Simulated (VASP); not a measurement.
## Pt: single point with PBE

Crystal: Pt.

```
Pt
1.0
    -1.58224    1.58224    1.58422
     1.58224   -1.58224    1.58422
     1.58620    1.58620   -1.58422
Pt
1
Direct
  0.00000 0.00000 0.00000
```

This cell differs from its parent crystal: strain +0.0025 x Voigt [0, 0, 0, 0, 0, 1].

```
Program             : VASP 6.6.1
Task                : single point
Functional          : PBE
Potentials or basis : VASP PAW PBE potentials, release 64 (Pt)
Cutoff              : 520 eV
k mesh              : 22 × 22 × 22
Occupations         : gaussian, width 0.15 eV
Spin                : no spin polarisation
```

| Quantity | Value |
| --- | --- |
| Pressure | -1.5 GPa |
| Band gap on the k mesh | zero (bands 5 and 6 overlap by 2.13 eV) |

Stress tensor (GPa, compression positive):
```
-1.48 -0.37  0.00
-0.37 -1.48  0.00
 0.00  0.00 -1.48
```

Levels at points of the mesh, in eV from the Fermi level:
```
           k point  band 1  band 2  band 3  band 4  band 5  band 6  band 7  band 8  band 9  band 10
(0.00, 0.00, 0.00)   -9.41   -3.44   -3.42   -3.40   -0.97   -0.97   17.10   17.12   17.14    27.08
(0.50, 0.00, 0.00)   -6.48   -4.83   -1.15   -0.65    0.31    1.05    6.26   13.28   15.82    24.01
(0.50, 0.50, 0.00)   -6.48   -4.82   -1.15   -0.66    0.33    1.06    6.29   13.27   15.80    23.96
(0.00, 0.00, 0.50)   -6.48   -4.84   -1.14   -0.64    0.29    1.04    6.23   13.30   15.84    24.05
(0.50, 0.50, 0.50)   -5.99   -5.99    0.52    0.54    0.55    7.67    7.67    7.68   12.71    18.94
```

It took 3.4 min on 1 thread of Intel Xeon 8259CL, on a shared host, peak memory 0.36 GiB.

Caveat: the cell differs from its parent crystal (strain +0.0025 x Voigt [0, 0, 0, 0, 0, 1]); spin-orbit coupling is left out, which moves the levels of the heavy elements.
